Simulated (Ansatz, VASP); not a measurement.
HfNiP2 in VASP and in Ansatz

Contents of INCAR:

```
ALGO = Normal
EDIFF = 1E-7
EDIFFG = -0.01
ENCUT = 600
GGA = PE
IBRION = 2
ISIF = 3
ISMEAR = 0
LASPH = T
LCHARG = F
LREAL = F
LWAVE = F
NELM = 100
NSW = 100
PREC = Accurate
SIGMA = 0.1
```

KPOINTS

```
k-points
0
Gamma
  18 18 6
```

The input POSCAR:

```
HfNiP2
1.0
    2.9492585497      0.0000000000      0.0000000000
   -1.4746292749      2.5541328264      0.0000000000
    0.0000000000      0.0000000000      9.3208577019
Hf Ni P
1 1 2
Direct
    0.0000000000      0.0000000000      0.0000000000
    0.0000000000      0.0000000000      0.5000000000
    0.0000000000      0.0000000000      0.7277904263
    0.0000000000      0.0000000000      0.2722095737
```

Input for Ansatz:

```yaml
crystal:
  lattice:
    - [2.9492585497, 0.0, 0.0]
    - [-1.4746292749, 2.5541328264, 0.0]
    - [0.0, 0.0, 9.3208577019]
  atoms:
    - { symbol: Hf, position: [0.0, 0.0, 0.0] }
    - { symbol: Ni, position: [0.0, 0.0, 0.5] }
    - { symbol: P, position: [0.0, 0.0, 0.7277904263] }
    - { symbol: P, position: [0.0, 0.0, 0.2722095737] }
basis:
  ecutwfc: 420
kpoints:
  mp_grid: { grid: [18, 18, 6] }
hamiltonian:
  xc: pbe
scf:
  occupations: { method: gaussian, width: 0.1 }
output:
  forces: true
  stress: true
  eigenvalues: true
  write_density: true
  write_potential: true
  elf: true
  volumetric_format: npy
relax:
  adjacent_minimum: "off"
  f_tol: 0.01
  max_steps: 80
  cell: { stress_tol: 0.05 }
```

Alike in both runs: task relaxation of cell and atoms; functional PBE; k mesh 18 × 18 × 6; occupations gaussian, width 0.1 eV; no spin polarisation.

|  | VASP | Ansatz |
| --- | --- | --- |
| version | VASP 6.6.1 | Ansatz 0.2.0 |
| potentials or method | VASP PAW PBE potentials, release 64 (Hf_pv, Ni, P), cutoff 600 eV | scalar-relativistic, plane waves, PAW |
| valence electrons in the cell | 30 | 54 |

```tsv
	VASP	Ansatz	Ansatz less VASP
gap on the k mesh at the Fermi level, each at its own relaxed structure (eV)	none	none	-
relaxed volume (Å³/atom)	17.49	17.52	+0.035
relaxed cell length with the largest relative difference (Å)	2.940	2.944	+0.0035
```

A gap of «none» marks a metal or a gap that the smearing closes. VASP's potentials hold 30 valence electrons a cell and Ansatz's 54, so a difference there can come from the potentials and not from the codes.

Neither program's run includes spin-orbit coupling.
